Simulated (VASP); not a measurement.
Write the native input for VASP 6.6.1 that does the following.

```
Task                   : single point
Functional             : PBE
Potentials or basis    : VASP PAW PBE potentials, release 64 (La, Zr_sv, O)
Cutoff                 : 520 eV
k mesh                 : 12 × 12 × 4
Occupations            : gaussian, width 0.1 eV
Spin                   : no spin polarisation
Dipole correction      : no
Further INCAR settings : ALGO = Normal; EDIFF = 1e-06; NBANDS = 34
```

The structure of La2Zr2O lies in POSCAR:

```
La2Zr2O
1.0
    3.5576430117      0.0000000000      0.0000000000
   -1.7788215058      3.0810092258      0.0000000000
    0.0000000000      0.0000000000     11.9983404588
La Zr O
2 2 1
Direct
    0.0000000000      0.0000000000      0.7236220940
    0.0000000000      0.0000000000      0.2763779060
    0.6666666667      0.3333333333      0.5000000000
    0.3333333333      0.6666666667      0.0000000000
    0.6666666667      0.3333333333      0.0000000000
```

The input as run:

INCAR

```
SYSTEM = La2Zr2O
ALGO     = Normal         ! electronic algorithm
EDIFF    = 1E-6           ! SCF threshold, eV
ENCUT    = 520            ! plane-wave cutoff, eV
GGA      = PE             ! functional
ISIF     = 2              ! what is computed and relaxed
ISMEAR   = 0              ! smearing method
LASPH    = .True.         ! aspherical terms in the spheres
LCHARG   = .False.        ! write CHGCAR
LREAL    = .False.        ! projectors in reciprocal space
LWAVE    = .False.        ! write WAVECAR
NBANDS   = 34             ! bands
NELM     = 100            ! most SCF steps
PREC     = Accurate       ! precision mode
SIGMA    = 0.1            ! smearing width, eV
```

KPOINTS

```
k-points
0
Gamma
  12 12 4
  0 0 0
```

Potentials or basis: VASP PAW PBE potentials, release 64 (La, Zr_sv, O).

The run is started by

```bash
$ cat potpaw_PBE.64/La/POTCAR potpaw_PBE.64/Zr_sv/POTCAR potpaw_PBE.64/O/POTCAR > POTCAR
$ mpirun -np 1 vasp_std > vasp.out
```

Results of the run:

```json
{"Pressure": "0.1 GPa", "Band gap on the k mesh": "zero (band 26 reaches 8.80 eV, above the bottom of band 27 at 7.72 eV)"}
```

Caveat: spin-orbit coupling is left out, which moves the levels of the heavy elements.

Run time: 4.1 min on 1 thread of Intel(R) Xeon(R) Platinum 8488C (Sapphire Rapids), on a shared host, peak memory 0.43 GiB.
